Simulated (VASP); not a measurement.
# Ni (Im-3m) in VASP: single point with PBEsol

Aim: the single point of Ni with PBEsol.

Everything below comes from runs of VASP 6.6.1. Logs are shortened: lines on timing, memory, paths and dates and some standing lists are left out, and cuts for length are marked.

### Step 1. The cell of the first run

It takes space group Im-3m (No. 229, cubic). Conventional cell: a = 2.756 Å, b = 2.756 Å, c = 2.756 Å, α = 90.00°, β = 90.00°, γ = 90.00°. Ni (site symmetry m-3m) has 14 Ni at 2.39 to 2.76 Å within 3.2 Å.

This isn't the form of Ni at room conditions, which is fcc.

### Step 2. Single point, PBEsol, collinear spin, ferromagnetic start (10.47 Å³/atom)

File POSCAR:

```
Ni
1.0
   -1.3781170589      1.3781170589      1.3781170589
    1.3781170589     -1.3781170589      1.3781170589
    1.3781170589      1.3781170589     -1.3781170589
Ni
1
Direct
    0.0000000000      0.0000000000      0.0000000000
```

File INCAR.step1:

```
PREC = Accurate
ENCUT = 520
EDIFF = 1E-6
ISMEAR = -1
SIGMA = 0.08
LREAL = False
LASPH = True
NELM = 150
ALGO = Normal
ISIF = 2
LWAVE = False
LCHARG = True
ISPIN = 2
MAGMOM = 1
LMAXMIX = 4
GGA = PS
NBANDS = 15
```

File KPOINTS.step1:

```
regular mesh
0
Gamma
  21 21 21
```

File INCAR.step2:

```
PREC = Accurate
ENCUT = 520
EDIFF = 1E-6
ISMEAR = -5
SIGMA = 0.08
LREAL = False
LASPH = True
NELM = 150
ALGO = Normal
ISIF = 2
LWAVE = False
LCHARG = False
ISPIN = 2
MAGMOM = 1
LORBIT = 11
LMAXMIX = 4
GGA = PS
NBANDS = 15
NEDOS = 2001
ICHARG = 11
```

File KPOINTS.step2:

```
regular mesh
0
Gamma
  32 32 32
```

Potentials or basis: VASP PAW PBE potentials, release 64 (Ni).

Launch:

```sh
$ cat potpaw_PBE.64/Ni/POTCAR > POTCAR
$ cp INCAR.step1 INCAR
$ cp KPOINTS.step1 KPOINTS
$ mpirun -np 1 vasp_std > vasp.out
$ cp INCAR.step2 INCAR
$ cp KPOINTS.step2 KPOINTS
$ mpirun -np 1 vasp_std > vasp.out
```

OUTCAR:

```text
PREC = Accurate
   ENCUT = 520
   EDIFF = 1E-6
   ISMEAR = -5
   LREAL = False
   LASPH = True
   NELM = 150
   ISIF = 2
   ISPIN = 2
   LORBIT = 11
   GGA = PS
   ICHARG = 11

 ion  position               nearest neighbor table
   1  0.000  0.000  0.000-

  LATTYP: Found a body centered cubic cell.
 ALAT       =     2.7562341178

  Lattice vectors:

 A1 = (  -1.3781170589,   1.3781170589,   1.3781170589)
 A2 = (   1.3781170589,  -1.3781170589,   1.3781170589)
 A3 = (   1.3781170589,   1.3781170589,  -1.3781170589)

Analysis of symmetry for initial positions (statically):
=====================================================================
 Subroutine PRICEL returns:
 Original cell was already a primitive cell.

 Routine SETGRP: Setting up the symmetry group for a
 body centered cubic supercell.

 Subroutine GETGRP returns: Found 48 space group operations
 (whereof 48 operations were pure point group operations)
 out of a pool of 48 trial point group operations.

The static configuration has the point symmetry O_h .

Analysis of symmetry for dynamics (positions and initial velocities):
=====================================================================
 Subroutine PRICEL returns:
 Original cell was already a primitive cell.

 Routine SETGRP: Setting up the symmetry group for a
 body centered cubic supercell.

 Subroutine GETGRP returns: Found 48 space group operations
 (whereof 48 operations were pure point group operations)
 out of a pool of 48 trial point group operations.

The dynamic configuration has the point symmetry O_h .

Analysis of structural, dynamic, and magnetic symmetry:
=====================================================================
 Subroutine PRICEL returns:
 Original cell was already a primitive cell.

 Routine SETGRP: Setting up the symmetry group for a
 body centered cubic supercell.

 Subroutine GETGRP returns: Found 48 space group operations
 (whereof 48 operations were pure point group operations)
 out of a pool of 48 trial point group operations.

The overall configuration has the point symmetry O_h .

 Subroutine INISYM returns: Found 48 space group operations
 (whereof 48 operations are pure point group operations),
 and found     1 'primitive' translations

----------------------------------------------------------------------------------------

                                     Primitive cell

  volume of cell :      10.4693

  direct lattice vectors                    reciprocal lattice vectors
    -1.378117059  1.378117059  1.378117059     0.000000000  0.362813882  0.362813882
     1.378117059 -1.378117059  1.378117059     0.362813882  0.000000000  0.362813882
     1.378117059  1.378117059 -1.378117059     0.362813882  0.362813882  0.000000000

  length of vectors
     2.386968765  2.386968765  2.386968765     0.513096313  0.513096313  0.513096313

  position of ions in fractional coordinates (direct lattice)
     0.000000000  0.000000000  0.000000000

  ion indices of the primitive-cell ions
   primitive index   ion index
                 1           1

----------------------------------------------------------------------------------------

 KPOINTS: regular mesh

Automatic generation of k-mesh.
 Grid dimensions read from file:
 generate k-points for:   32   32   32

 Generating k-lattice:

  Cartesian coordinates                     Fractional coordinates (reciprocal lattice)
     0.000000000  0.011337934  0.011337934     0.031250000  0.000000000  0.000000000
     0.011337934  0.000000000  0.011337934     0.000000000  0.031250000  0.000000000
     0.011337934  0.011337934  0.000000000     0.000000000  0.000000000  0.031250000

  Length of vectors
     0.016034260  0.016034260  0.016034260

  Shift w.r.t. Gamma in fractional coordinates (k-lattice)
     0.000000000  0.000000000  0.000000000

 TETIRR: Found  39615 inequivalent tetrahedra from   196608

 Subroutine IBZKPT returns following result:
 ===========================================

 Found    897 irreducible k-points:

 Following reciprocal coordinates:
            Coordinates               Weight
  0.000000  0.000000  0.000000      1.000000
  0.031250  0.000000  0.000000     12.000000
  0.062500  0.000000  0.000000     12.000000
  0.093750  0.000000  0.000000     12.000000
  0.125000  0.000000  0.000000     12.000000
  0.156250  0.000000  0.000000     12.000000
[... 16 lines left out ...]
  0.187500  0.031250  0.000000     48.000000
  0.218750  0.031250  0.000000     48.000000
 [... further k-points ...]
   k-points           NKPTS =    897   k-points in BZ     NKDIM =    897   number of bands    NBANDS=     15
   number of dos      NEDOS =   2001   number of ions     NIONS =      1
   total plane-waves  NPLWV =   5832
   dimension x,y,z NGX =    18 NGY =   18 NGZ =   18
   dimension x,y,z NGXF=    36 NGYF=   36 NGZF=   36
   ions per type =               1
   NGX,Y,Z   is equivalent  to a cutoff of  12.54, 12.54, 12.54 a.u.
   NGXF,Y,Z  is equivalent  to a cutoff of  25.07, 25.07, 25.07 a.u.
 SYSTEM =  unknown system
   PREC   = accura    normal or accurate (medium, high low for compatibility)
   ISTART =      0    job   : 0-new  1-cont  2-samecut
   ICHARG =     11    charge: 1-file 2-atom 10-const
   ISPIN  =      2    spin polarized calculation?
   LNONCOLLINEAR =      F non collinear calculations
   LSORBIT =      F    spin-orbit coupling
   LASPH  =      T    aspherical Exc in radial PAW
   ENCUT  =  520.0 eV  38.22 Ry    6.18 a.u.   4.44  4.44  4.44*2*pi/ulx,y,z
   NELM   =    150;   NELMIN=  2; NELMDL=  0     # of ELM steps
   EDIFF  = 0.1E-05   stopping-criterion for ELM
   LREAL  =      F    real-space projection
   EDIFFG = 0.1E-04   stopping-criterion for IOM
   NSW    =      0    number of steps for IOM
   IBRION =     -1    ionic relax: 0-MD 1-quasi-New 2-CG
   NFREE  =      0    steps in history (QN), initial steepest desc. (CG)
   ISIF   =      2    stress and relaxation
   ISYM   =      2    0-nonsym 1-usesym 2-fastsym
   POTIM  = 0.5000    time-step for ionic-motion
   TEBEG  =    0.0;   TEEND  =   0.0 temperature during run
   PSTRESS=    0.0 pullay stress
   NELECT =      10.0000    total number of electrons
   NUPDOWN=      -1.0000    fix difference up-down
   EMIN   =  10.00;   EMAX   =-10.00  energy-range for DOS
   EFERMI =   0.00;   METHOD = LEGACY
   ISMEAR =    -5;   SIGMA  =   0.08  broadening in eV -4-tet -1-fermi 0-gaus
   EFERMI_NEDOS =   21; number of points for ismear=-14 and -15
   IALGO  =     38    algorithm
   IMIX   =      4    mixing-type and parameters
     AMIX     =   0.40;   BMIX     =  1.00
     AMIX_MAG =   1.60;   BMIX_MAG =  1.00
  volume/ion in A,a.u.               =      10.47        70.65
  Fermi-wavevector in a.u.,A,eV,Ry     =   1.612261  3.046732 35.366794  2.599386
  Thomas-Fermi vector in A             =   2.707519
   LORBIT       =     11    0 simple, 1 ext, 2 COOP (PROOUT), +10 PAW based schemes
   GGA     = PS    functional components
   LHFCALC =     F    Hartree Fock is set to
   AEXX    =    0.0000 exact exchange contribution
   IVDW    =     0    specifies the selected vdW correction
   LEPSILON=     F    determine dielectric tensor
   LRPA    =     F    only Hartree local field effects (RPA)
 spin polarized calculation
 Fermi weights with tetrahedron method with Bloechl corrections
  energy-cutoff  :      520.00
  volume of cell :       10.47
 maximum number of plane-waves:       321
 NGX is ok and might be reduce to    18

 number of electron      10.0000010 magnetization       0.5000202

 Free energy of the ion-electron system (eV)
  ---------------------------------------------------
  ext. energy  EPLUGINS =         0.00000000
  ---------------------------------------------------
  free energy    TOTEN  =        -6.03389951 eV

  energy without entropy =       -6.03389951  energy(sigma->0) =       -6.03389951

 E-fermi :   9.5784     XC(G=0): -13.6606

 val. band max:        9.6456498264   @ k =   0.5000   0.0000   0.0000
 cond. band min:       9.5350726105   @ k =  -0.4375   0.4375   0.0313
 fundamental gap:     -0.1105772159
 Fermi energy:         9.5784318843

 spin component 1

 k-point     1 :       0.0000    0.0000    0.0000
  band No.  band energies     occupation
      1       0.4084      1.00000
      2       7.2582      1.00000
      3       7.2582      1.00000
      4       7.2582      1.00000
      5       8.7282      1.00000
      6       8.7282      1.00000
      7      36.4409      0.00000
      8      36.4409      0.00000
      9      36.4409      0.00000
     10      41.5909      0.00000
     11      41.5909      0.00000
     12      42.9371      0.00000
     13      42.9371      0.00000
     14      42.9371      0.00000
[... 401 lines left out ...]
      2       6.8041      1.00000
      3       7.1353      1.00000
      4       8.2614      1.00000
      5       8.4845      1.00000
      6       8.7894      1.00000
      7      26.5232      0.00000
      8      32.0364      0.00000
      9      34.1676      0.00000
     10      35.3788      0.00000
     11      38.4993      0.00000
     12      41.5636      0.00000
     13      45.7013      0.00000
     14      49.2164      0.00000
     15      53.1250      0.00000

 [... further k-points ...]

 spin component 2

 k-point     1 :       0.0000    0.0000    0.0000
  band No.  band energies     occupation
      1       0.4159      1.00000
      2       7.8336      1.00000
      3       7.8336      1.00000
      4       7.8336      1.00000
      5       9.1981      1.00000
      6       9.1981      1.00000
      7      36.3803      0.00000
      8      36.3803      0.00000
      9      36.3803      0.00000
     10      41.5610      0.00000
     11      41.5610      0.00000
     12      43.1033      0.00000
     13      43.1033      0.00000
     14      43.1033      0.00000
[... 401 lines left out ...]
      2       7.3534      1.00000
      3       7.6352      1.00000
      4       8.8649      1.00000
      5       8.9720      1.00000
      6       9.2635      1.00000
      7      26.6334      0.00000
      8      32.0374      0.00000
      9      34.2889      0.00000
     10      35.4435      0.00000
     11      38.5895      0.00000
     12      41.5849      0.00000
     13      45.7462      0.00000
     14      49.2705      0.00000
     15      53.2896      0.00000

 [... further k-points ...]

------------------------ aborting loop because EDIFF is reached ----------------------------------------

  FORCE on cell =-STRESS in cart. coord.  units (eV):
  Direction    XX          YY          ZZ          XY          YZ          ZX
  --------------------------------------------------------------------------------------
  -------------------------------------------------------------------------------------
  Total        0.1170355      0.1170355      0.1170355      0.0000000      0.0000000      0.0000000
  in kB       17.9105857     17.9105857     17.9105857      0.0000000      0.0000000      0.0000000
  external PRESSURE =      17.9105857 kB  Pullay stress =       0.0000000 kB

 VOLUME and BASIS-vectors are now :
 -----------------------------------------------------------------------------
  energy-cutoff  :      520.00
  volume of cell :       10.47
      direct lattice vectors                 reciprocal lattice vectors
    -1.378117059  1.378117059  1.378117059     0.000000000  0.362813882  0.362813882
     1.378117059 -1.378117059  1.378117059     0.362813882  0.000000000  0.362813882
     1.378117059  1.378117059 -1.378117059     0.362813882  0.362813882  0.000000000

 POSITION                                       TOTAL-FORCE (eV/Angst)
 -----------------------------------------------------------------------------------
      0.00000      0.00000      0.00000        -0.000000      0.000000      0.000000
 -----------------------------------------------------------------------------------
    total drift:                               -0.000000     -0.000000      0.000000

  FREE ENERGIE OF THE ION-ELECTRON SYSTEM (eV)
  ---------------------------------------------------
  free  energy   TOTEN  =        -6.0338995111 eV

  energy  without entropy=       -6.0338995111  energy(sigma->0) =       -6.03389951

 total charge

# of ion       s       p       d       tot
------------------------------------------
    1        0.510   0.527   8.352   9.389

 magnetization (x)

# of ion       s       p       d       tot
------------------------------------------
    1       -0.004  -0.014   0.536   0.519
```

Run time: 1.8 min. Hardware: 1 thread of Intel Xeon 6975P-C (Granite Rapids), shared host; peak memory 0.51 GiB.

What came out:

| Property | Result |
| --- | --- |
| Net moment | 0.50 μB per cell |
| Site moments | Ni +0.52 μB |
| Valence electrons inside the program's atomic spheres | Ni 9.39 |

Caveat: the PAW data sets were made with another functional, which shifts forces and pressure a little; tetrahedron occupations give inexact forces and stress in metals.
